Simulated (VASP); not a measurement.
Crystal: Fe.

```
Fe
1.0
    -1.26125    1.26125    1.91880
     1.26125   -1.26125    1.91880
     1.26125    1.26125   -1.91880
Fe
1
Direct
  0.00000 0.00000 0.00000
```

- Program: VASP 6.6.1
- Task: relaxation of cell and atoms
- Functional: PBEsol
- Potentials or basis: VASP PAW PBE potentials, release 64 (Fe)
- Cutoff: 600 eV
- k mesh: 10 × 10 × 10
- Occupations: gaussian, width 0.1 eV
- Spin: collinear spin, ferromagnetic start
- Starting moments: [2.88] μB

At the start: pressure -11.0 GPa; volume 12.21 Å³/atom.

**Question.** Where does the relaxation end?

**Answer.** Over 7 steps the energy falls by 73.6 meV/atom and the volume is 11.13 Å³/atom (-8.9 %); space group I4/mmm (No. 139, to 0.05 Å); moment 2.26 μB per cell.

Step by step:
```tsv
step	energy change (eV)	largest force (eV/Å)	pressure (GPa)	volume (Å³)
1	0.0000	0.0000	-10.97	12.21
2	-0.0585	0.0000	3.25	10.79
3	-0.0591	0.0000	1.51	10.91
4	-0.0691	0.0000	2.17	10.92
5	-0.0719	0.0000	2.85	10.92
6	-0.0728	0.0000	-1.93	11.28
7	-0.0736	0.0000	-0.05	11.13
```

Final structure:
```xyz
1
Lattice="-1.1862 1.1862 1.9771 1.1862 -1.1862 1.9771 1.1862 1.1862 -1.9771" Properties=species:S:1:pos:R:3 pbc="T T T"
Fe    0.0000    0.0000    0.0000
```

Caveat: the PAW data sets were made with another functional, which shifts forces and pressure a little.
